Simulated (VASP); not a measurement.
# Ge (Cmmm) in VASP: a series of runs

Aim: see how the results for Ge move with the level of theory and the settings. Levels: BLYP+D4, PBE0. Tasks: relaxation of cell and atoms, single point.

Program: VASP 6.6.1. These are calculated values, not measurements. Logs are shortened: lines on timing, memory, paths and dates and some standing lists are left out, and cuts for length are marked.

## (1) The cell of the first run

Symmetry: Cmmm, No. 65, orthorhombic system. The conventional cell has a = 2.794 Å, b = 5.201 Å, c = 2.698 Å, α = 90.00°, β = 90.00°, γ = 90.00°. Ge (site symmetry mmm) has 8 Ge at 2.70 to 2.95 Å within 3.6 Å.

## (2) Relaxation of cell and atoms, BLYP+D4

The input, INCAR:

```
SYSTEM = Ge
PREC = Accurate ; ENCUT = 620
EDIFF = 1E-7 ; ISMEAR = -1
SIGMA = 0.05 ; LREAL = .False.
LASPH = .True. ; NELM = 300
ALGO = All ; ISIF = 3
LWAVE = .False. ; LCHARG = .False.
GGA = B5 ; ALDAX = 1.0
AGGAX = 1.0 ; AGGAC = 1.0
ALDAC = 0.0 ; IVDW = 13
VDW_S6 = 1.0 ; VDW_S8 = 2.34076671
VDW_A1 = 0.44488865 ; VDW_A2 = 4.0933009
IBRION = 2 ; NSW = 60
EDIFFG = -0.01 ; GGA_COMPAT = .False.
NELMIN = 4 ; ISEARCH = 1
KPAR = 4
```

The input, KPOINTS:

```
regular mesh
0
Gamma
  11 11 10
  0 0 0
```

The input, POSCAR:

```
Ge
1.0
    1.3971490000     -2.6005160000      0.0000000000
    1.3971490000      2.6005160000      0.0000000000
    0.0000000000      0.0000000000      2.6982310000
Ge
1
Direct
    0.5000000000      0.5000000000      0.0000000000
```

Potentials or basis: VASP PAW PBE potentials, release 64 (Ge_d).

Launch:

```bash
> cat potpaw_PBE.64/Ge_d/POTCAR > POTCAR
> mpirun -np 4 vasp_std > vasp.out
```

OUTCAR:

```text
SYSTEM = Ge
   PREC = Accurate
   ENCUT = 620
   EDIFF = 1E-7
   ISMEAR = -1
   LREAL = .False.
   LASPH = .True.
   NELM = 300
   ISIF = 3
   GGA = B5
   IVDW = 13
   IBRION = 2
   NSW = 60
   EDIFFG = -0.01
   NELMIN = 4

 ion  position               nearest neighbor table
   1  0.500  0.500  0.000-

  LATTYP: Found a base centered orthorhombic cell.
 ALAT       =     2.7942980000
 B/A-ratio  =     1.8613018368
 C/A-ratio  =     0.9656203454

  Lattice vectors:

 A1 = (   1.3971490000,  -2.6005160000,   0.0000000000)
 A2 = (   1.3971490000,   2.6005160000,   0.0000000000)
 A3 = (   0.0000000000,   0.0000000000,   2.6982310000)

Analysis of symmetry for initial positions (statically):
=====================================================================
 Subroutine PRICEL returns:
 Original cell was already a primitive cell.

 Routine SETGRP: Setting up the symmetry group for a
 base centered orthorhombic supercell.

 Subroutine GETGRP returns: Found  8 space group operations
 (whereof  8 operations were pure point group operations)
 out of a pool of  8 trial point group operations.

The static configuration has the point symmetry D_2h.

Analysis of symmetry for dynamics (positions and initial velocities):
=====================================================================
 Subroutine PRICEL returns:
 Original cell was already a primitive cell.

 Routine SETGRP: Setting up the symmetry group for a
 base centered orthorhombic supercell.

 Subroutine GETGRP returns: Found  8 space group operations
 (whereof  8 operations were pure point group operations)
 out of a pool of  8 trial point group operations.

The dynamic configuration has the point symmetry D_2h.

 Subroutine INISYM returns: Found  8 space group operations
 (whereof  8 operations are pure point group operations),
 and found     1 'primitive' translations

----------------------------------------------------------------------------------------

                                     Primitive cell

  volume of cell :      19.6070

  direct lattice vectors                    reciprocal lattice vectors
     1.397149000 -2.600516000  0.000000000     0.357871637 -0.192269534  0.000000000
     1.397149000  2.600516000  0.000000000     0.357871637  0.192269534  0.000000000
     0.000000000  0.000000000  2.698231000     0.000000000  0.000000000  0.370613191

  length of vectors
     2.952068562  2.952068562  2.698231000     0.406250763  0.406250763  0.370613191

  position of ions in fractional coordinates (direct lattice)
     0.500000000  0.500000000  0.000000000

  ion indices of the primitive-cell ions
   primitive index   ion index
                 1           1

----------------------------------------------------------------------------------------

 KPOINTS: regular mesh

Automatic generation of k-mesh.
 Grid dimensions read from file:
 generate k-points for:   11   11   10

 Generating k-lattice:

  Cartesian coordinates                     Fractional coordinates (reciprocal lattice)
     0.032533785 -0.017479049  0.000000000     0.090909091  0.000000000  0.000000000
     0.032533785  0.017479049  0.000000000     0.000000000  0.090909091  0.000000000
     0.000000000  0.000000000  0.037061319     0.000000000  0.000000000  0.100000000

  Length of vectors
     0.036931888  0.036931888  0.037061319

  Shift w.r.t. Gamma in fractional coordinates (k-lattice)
     0.000000000  0.000000000  0.000000000

 Subroutine IBZKPT returns following result:
 ===========================================

 Found    216 irreducible k-points:

 Following reciprocal coordinates:
            Coordinates               Weight
  0.000000  0.000000  0.000000      1.000000
  0.090909  0.000000  0.000000      4.000000
  0.181818 -0.000000  0.000000      4.000000
  0.272727 -0.000000  0.000000      4.000000
  0.363636 -0.000000  0.000000      4.000000
  0.454545 -0.000000  0.000000      4.000000
[... 16 lines left out ...]
 -0.272727  0.181818  0.000000      4.000000
 -0.181818  0.181818  0.000000      2.000000
 [... further k-points ...]
   k-points           NKPTS =    216   k-points in BZ     NKDIM =    216   number of bands    NBANDS=     11
   number of dos      NEDOS =    301   number of ions     NIONS =      1
   total plane-waves  NPLWV =  13824
   dimension x,y,z NGX =    24 NGY =   24 NGZ =   24
   dimension x,y,z NGXF=    48 NGYF=   48 NGZF=   48
   ions per type =               1
   NGX,Y,Z   is equivalent  to a cutoff of  13.52, 13.52, 14.79 a.u.
   NGXF,Y,Z  is equivalent  to a cutoff of  27.03, 27.03, 29.57 a.u.
 SYSTEM =  Ge
   PREC   = accura    normal or accurate (medium, high low for compatibility)
   ISTART =      0    job   : 0-new  1-cont  2-samecut
   ICHARG =      2    charge: 1-file 2-atom 10-const
   ISPIN  =      1    spin polarized calculation?
   LNONCOLLINEAR =      F non collinear calculations
   LSORBIT =      F    spin-orbit coupling
   LASPH  =      T    aspherical Exc in radial PAW
   ENCUT  =  620.0 eV  45.57 Ry    6.75 a.u.   5.99  5.99  5.48*2*pi/ulx,y,z
   NELM   =    300;   NELMIN=  4; NELMDL= -5     # of ELM steps
   EDIFF  = 0.1E-06   stopping-criterion for ELM
   LREAL  =      F    real-space projection
   EDIFFG = -.1E-01   stopping-criterion for IOM
   NSW    =     60    number of steps for IOM
   IBRION =      2    ionic relax: 0-MD 1-quasi-New 2-CG
   NFREE  =      1    steps in history (QN), initial steepest desc. (CG)
   ISIF   =      3    stress and relaxation
   ISYM   =      2    0-nonsym 1-usesym 2-fastsym
   POTIM  = 0.5000    time-step for ionic-motion
   TEBEG  =    0.0;   TEEND  =   0.0 temperature during run
   PSTRESS=    0.0 pullay stress
   NELECT =      14.0000    total number of electrons
   NUPDOWN=      -1.0000    fix difference up-down
   EMIN   =  10.00;   EMAX   =-10.00  energy-range for DOS
   EFERMI =   0.00;   METHOD = LEGACY
   ISMEAR =    -1;   SIGMA  =   0.05  broadening in eV -4-tet -1-fermi 0-gaus
   EFERMI_NEDOS =   21; number of points for ismear=-14 and -15
   IALGO  =     58    algorithm
   IMIX   =      4    mixing-type and parameters
     AMIX     =   0.40;   BMIX     =  1.00
     AMIX_MAG =   1.60;   BMIX_MAG =  1.00
  volume/ion in A,a.u.               =      19.61       132.31
  Fermi-wavevector in a.u.,A,eV,Ry     =   1.463234  2.765111 29.130796  2.141053
  Thomas-Fermi vector in A             =   2.579353
   LORBIT       =      0    0 simple, 1 ext, 2 COOP (PROOUT), +10 PAW based schemes
   GGA     = B5    functional components
   LHFCALC =     F    Hartree Fock is set to
   AEXX    =    0.0000 exact exchange contribution
   IVDW    =    13    specifies the selected vdW correction
   LEPSILON=     F    determine dielectric tensor
   LRPA    =     F    only Hartree local field effects (RPA)
 conjugate gradient relaxation of ions
 non-spin polarized calculation
  energy-cutoff  :      620.00
  volume of cell :       19.61
 maximum number of plane-waves:       708
   NGX = 11   NGY = 11   NGZ = 11

--------------------------------------- Ionic step        1  -------------------------------------------

 number of electron      14.0000008 magnetization

 Free energy of the ion-electron system (eV)
  ---------------------------------------------------
  ext. energy  EPLUGINS =         0.00000000
  ---------------------------------------------------
  free energy    TOTEN  =        -3.41489262 eV

  energy without entropy =       -3.41090229  energy(sigma->0) =       -3.41289745

------------------------ aborting loop because EDIFF is reached ----------------------------------------

  DFT-D4 for vdW energy calculation

  Edisp (eV):   -0.70751

  FORCE on cell =-STRESS in cart. coord.  units (eV):
  Direction    XX          YY          ZZ          XY          YZ          ZX
  --------------------------------------------------------------------------------------
  -------------------------------------------------------------------------------------
  Total       0.19422    -0.24176     0.04666     0.00000     0.00000     0.00000
  in kB      15.87049   -19.75560     3.81285     0.00000     0.00000     0.00000
  external pressure =       -0.02 kB  Pullay stress =        0.00 kB
[... 94 lines left out ...]
  FREE ENERGIE OF THE ION-ELECTRON SYSTEM (eV)
  ---------------------------------------------------
  free  energy   TOTEN  =        -4.1276842627 eV

  energy  without entropy=       -4.1237505380  energy(sigma->0) =       -4.12571740

[... ionic steps 4 to 30 ...]

--------------------------------------- Ionic step       31  -------------------------------------------

 number of electron      14.0000007 magnetization

------------------------ aborting loop because EDIFF is reached ----------------------------------------

  DFT-D4 for vdW energy calculation

  Edisp (eV):   -0.70392
[... 67 lines left out ...]
  energy  without entropy=       -4.1356658956  energy(sigma->0) =       -4.13702840

--------------------------------------- Ionic step       33  -------------------------------------------

 number of electron      14.0000007 magnetization

 Free energy of the ion-electron system (eV)
  ---------------------------------------------------
  ext. energy  EPLUGINS =         0.00000000
  ---------------------------------------------------
  free energy    TOTEN  =        -3.43325592 eV

  energy without entropy =       -3.43052426  energy(sigma->0) =       -3.43189009

 E-fermi :   6.5554     XC(G=0): -10.3819

 val. band max:        6.5128893471   @ k =   0.3636   0.2727   0.4000
 cond. band min:       6.5590756921   @ k =   0.3636  -0.0000   0.5000
 fundamental gap:      0.0461863450
 Fermi energy:         6.5554131500

 k-point     1 :       0.0000    0.0000    0.0000
  band No.  band energies     occupation
      1     -18.1210      2.00000
      2     -18.0990      2.00000
      3     -17.9763      2.00000
      4     -17.9117      2.00000
      5     -17.8782      2.00000
      6      -6.2304      2.00000
      7      13.0388      0.00000
      8      13.1919      0.00000
      9      14.7394      0.00000
     10      16.8365      0.00000
     11      18.8147      0.00000
[... 309 lines left out ...]
 k-point    24 :      -0.1818    0.1818    0.0000
  band No.  band energies     occupation
      1     -18.0968      2.00000
      2     -18.0388      2.00000
      3     -17.9971      2.00000
      4     -17.9189      2.00000
      5     -17.8965      2.00000
      6      -5.3068      2.00000
      7      10.7136      0.00000
      8      10.9809      0.00000
      9      13.9242      0.00000
     10      16.5535      0.00000
     11      18.4167      0.00000

 [... further k-points ...]

------------------------ aborting loop because EDIFF is reached ----------------------------------------

  DFT-D4 for vdW energy calculation

  Edisp (eV):   -0.70515

  FORCE on cell =-STRESS in cart. coord.  units (eV):
  Direction    XX          YY          ZZ          XY          YZ          ZX
  --------------------------------------------------------------------------------------
  -------------------------------------------------------------------------------------
  Total      -0.00309    -0.00035    -0.00320    -0.00000     0.00000     0.00000
  in kB      -0.25136    -0.02817    -0.26016    -0.00000     0.00000     0.00000
  external pressure =       -0.18 kB  Pullay stress =        0.00 kB
[... 16 lines left out ...]
  FREE ENERGIE OF THE ION-ELECTRON SYSTEM (eV)
  ---------------------------------------------------
  free  energy   TOTEN  =        -4.1384076925 eV

  energy  without entropy=       -4.1356760785  energy(sigma->0) =       -4.13704189

 reached required accuracy - stopping structural energy minimisation
```

Wall time 11 min (4 MPI ranks of Intel Xeon Platinum 8259CL at 2.50GHz (Skylake/Cascade Lake), shared host); peak memory 0.24 GiB.

Results:

```
Free energy                           : -4.1384 eV
Relaxed volume                        : 19.70 Å³/atom
Relaxed cell                          : a = 2.786 Å, b = 2.786 Å, c = 2.709 Å, α = 90.00°, β = 90.00°, γ = 110.47°
Space group after relaxing (to 0.1 Å) : Cmmm (No. 65)
Energy gained by relaxing             : 16.0 meV/atom
Ionic steps                           : 33
Pressure after relaxing               : 0.0 GPa
Band gap on the k mesh                : zero (bands 7 and 8 overlap by 8.88 eV)
Dispersion energy per atom            : -0.705 eV
```

The path:
| step | energy change (eV) | largest force (eV/Å) | pressure (GPa) | volume (Å³) |
| --- | --- | --- | --- | --- |
| 1 | 0.0000 | 0.0000 | 0.00 | 19.61 |
| 2 | -0.0037 | 0.0000 | -0.03 | 19.60 |
| 3 | -0.0053 | 0.0000 | 0.06 | 19.60 |
| 4 | -0.0060 | 0.0000 | 0.12 | 19.57 |
| 5 | -0.0060 | 0.0000 | 0.13 | 19.56 |
| 6 | -0.0060 | 0.0000 | -0.10 | 19.63 |
| 7 | -0.0060 | 0.0000 | -0.04 | 19.61 |
| 8 | -0.0060 | 0.0000 | 0.02 | 19.61 |
| 9 | -0.0060 | 0.0000 | -0.03 | 19.61 |
| 10 | -0.0061 | 0.0000 | -0.02 | 19.61 |
| 11 | -0.0061 | 0.0000 | 0.03 | 19.61 |
| 12 | -0.0062 | 0.0000 | -0.04 | 19.60 |
| 13 | -0.0066 | 0.0000 | -0.05 | 19.59 |
| 14 | -0.0074 | 0.0000 | 0.16 | 19.57 |
| 15 | -0.0088 | 0.0000 | 0.19 | 19.51 |
| 16 | -0.0101 | 0.0000 | 1.30 | 19.35 |
| 17 | -0.0126 | 0.0000 | 0.56 | 19.44 |
| 18 | -0.0126 | 0.0000 | 0.58 | 19.44 |
| 19 | -0.0129 | 0.0000 | 0.49 | 19.45 |
| 20 | -0.0137 | 0.0000 | 0.38 | 19.48 |
| 21 | -0.0147 | 0.0000 | 0.18 | 19.54 |
| 22 | -0.0139 | 0.0000 | -0.18 | 19.67 |
| 23 | -0.0148 | 0.0000 | 0.05 | 19.58 |
| 24 | -0.0148 | 0.0000 | 0.08 | 19.58 |
| 25 | -0.0149 | 0.0000 | 0.10 | 19.58 |
| 26 | -0.0151 | 0.0000 | 0.01 | 19.60 |
| 27 | -0.0154 | 0.0000 | 0.03 | 19.65 |
| 28 | -0.0158 | 0.0000 | -0.18 | 19.73 |
| 29 | -0.0158 | 0.0000 | -0.19 | 19.77 |
| 30 | -0.0160 | 0.0000 | -0.15 | 19.74 |
| 31 | -0.0160 | 0.0000 | -0.07 | 19.74 |
| 32 | -0.0160 | 0.0000 | -0.11 | 19.74 |
| 33 | -0.0160 | 0.0000 | -0.02 | 19.70 |

Final structure:
```
Ge
1.0
     1.58862   -2.28886    0.00000
     1.58862    2.28886    0.00000
     0.00000    0.00000    2.70887
Ge
1
Direct
  0.50000 0.50000 0.00000
```

Levels at points of the mesh, in eV from the Fermi level:
```tsv
k point	band 3	band 4	band 5	band 6	band 7	band 8	band 9	band 10	band 11
(0.00, 0.00, 0.00)	-24.53	-24.47	-24.43	-12.79	6.48	6.64	8.18	10.28	12.26
(0.00, 0.00, 0.50)	-24.53	-24.50	-24.48	-9.18	-5.45	9.32	10.91	15.10	16.24
```

Caveat: the PAW data sets were made with another functional, which shifts forces and pressure a little.

## (3) Single point, PBE0, non-collinear spin, zero start, spin-orbit coupling

POSCAR is that of step 2.

The input, INCAR.step1:

```
ALGO     = Normal         # electronic algorithm
EDIFF    = 1E-5           # SCF threshold, eV
ENCUT    = 520            # plane-wave cutoff, eV
GGA      = PE             # functional
GGA_COMPAT= F            
ISIF     = 2              # what is computed and relaxed
ISMEAR   = -1             # smearing method
KPAR     = 4            
LASPH    = T              # aspherical terms in the spheres
LORBIT   = 11             # projections on sites
LORBMOM  = T            
LREAL    = F              # projectors in reciprocal space
LSORBIT  = T              # spin-orbit coupling
LWAVE    = T              # write WAVECAR
MAGMOM   = 0 0 0          # initial moments
NBANDS   = 25             # bands
NELM     = 150            # most SCF steps
PREC     = Accurate       # precision mode
SIGMA    = 0.05           # smearing width, eV
```

The input, INCAR.step2:

```
AEXX     = 0.25           # exact-exchange fraction
ALGO     = Normal         # electronic algorithm
EDIFF    = 1E-6           # SCF threshold, eV
ENCUT    = 520            # plane-wave cutoff, eV
GGA      = PE             # functional
GGA_COMPAT= F            
ISIF     = 2              # what is computed and relaxed
ISMEAR   = -1             # smearing method
ISTART   = 1            
KPAR     = 4            
LASPH    = T              # aspherical terms in the spheres
LCHARG   = T              # write CHGCAR
LHFCALC  = T              # exact exchange
LORBIT   = 11             # projections on sites
LORBMOM  = T            
LREAL    = F              # projectors in reciprocal space
LSORBIT  = T              # spin-orbit coupling
LVHAR    = T            
LWAVE    = F              # write WAVECAR
MAGMOM   = 0 0 0          # initial moments
NBANDS   = 25             # bands
NELM     = 150            # most SCF steps
PREC     = Accurate       # precision mode
PRECFOCK = Normal       
SIGMA    = 0.05           # smearing width, eV
```

The input, KPOINTS:

```
k-points
0
Gamma
  6 6 5
```

Potentials or basis: VASP PAW PBE potentials, release 64 (Ge_d).

Launch:

```bash
> cat potpaw_PBE.64/Ge_d/POTCAR > POTCAR
> cp INCAR.step1 INCAR
> mpirun -np 4 vasp_ncl > vasp.out
> cp INCAR.step2 INCAR
> mpirun -np 4 vasp_ncl > vasp.out
```

Wall time 40 min (4 MPI ranks of Intel Xeon Platinum 8488C (Sapphire Rapids), shared host); peak memory 0.21 GiB.

Results (log left out):

* Free energy: -5.4718 eV
* Pressure: -0.6 GPa
* Net moment: 0.00 μB per cell
* Valence electrons inside the program's atomic spheres: Ge 12.23

Stress tensor (GPa, compression positive):
```
  3.94   0.00   0.00
  0.00 -11.03   0.00
  0.00   0.00   5.16
```

Moments on the atoms (μB; x, y, z):
```
Ge  0.00 0.00 0.00
```

Caveat: the k points lie up to 0.47 Å⁻¹ apart; the PAW data sets were made with another functional, which shifts forces and pressure a little.

The gap in the log of VASP goes by the Fermi energy; the results here count the filled bands.